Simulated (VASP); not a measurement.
## SiC (sol): single point with PBEsol

The system is SiC (sol).

```
Si C
1.0
     3.07598    0.00000    0.00000
    -1.53799    2.66388    0.00000
     0.00000    0.00000    5.04784
Si C
2 2
Cartesian
  0.0000 1.7759 -0.0491
  1.5380 0.8880 2.4748
  0.0000 1.7759 1.9420
  1.5380 0.8880 4.4659
```

- Program: VASP 6.6.1
- Task: single point
- Functional: PBEsol
- Potentials or basis: VASP PAW PBE potentials, release 64 (Si, C)
- Cutoff: 520 eV
- k mesh: 12 × 12 × 6
- Occupations: gaussian, width 0.01 eV
- Spin: no spin polarisation

```yaml
Pressure: 1.3 GPa
Largest_force: 1.359 eV/Å
Band_gap_on_the_k_mesh: 2.10 eV, indirect (least direct gap 4.06 eV)
```

Forces in eV/Å, atoms in the order of the input:
```
Si   0.000  0.000  1.359
Si   0.000  0.000  1.359
C    0.000  0.000 -1.359
C    0.000  0.000 -1.359
```

Stress tensor (GPa, compression positive):
```
 4.30  0.00  0.00
 0.00  4.30  0.00
 0.00  0.00 -4.73
```

Levels at points of the mesh, in eV from the valence-band top:
```tsv
k point	band 4	band 5	band 6	band 7	band 8	band 9	band 10	band 11	band 12	band 13
(0.00, 0.00, 0.00)	-1.90	-1.90	-0.65	-0.65	0.00	4.29	5.67	6.17	6.17	7.22
(0.50, 0.00, 0.00)	-6.93	-5.58	-3.89	-3.40	-1.88	2.18	3.95	6.40	7.09	9.21
(0.00, 0.00, 0.50)	-4.61	-1.33	-1.33	-1.33	-1.33	5.37	5.37	6.81	6.81	6.81
(0.50, 0.00, 0.50)	-8.80	-3.05	-3.05	-2.46	-2.46	2.82	2.82	4.53	4.53	10.22
```

It took 15 s on 1 thread of Intel Xeon 6975P-C, with other jobs on the host, peak memory 0.18 GiB.

Caveat: the PAW data sets were made with another functional, which shifts forces and pressure a little. Expect the measured gap to be larger: semilocal functionals such as PBEsol lack the derivative discontinuity.
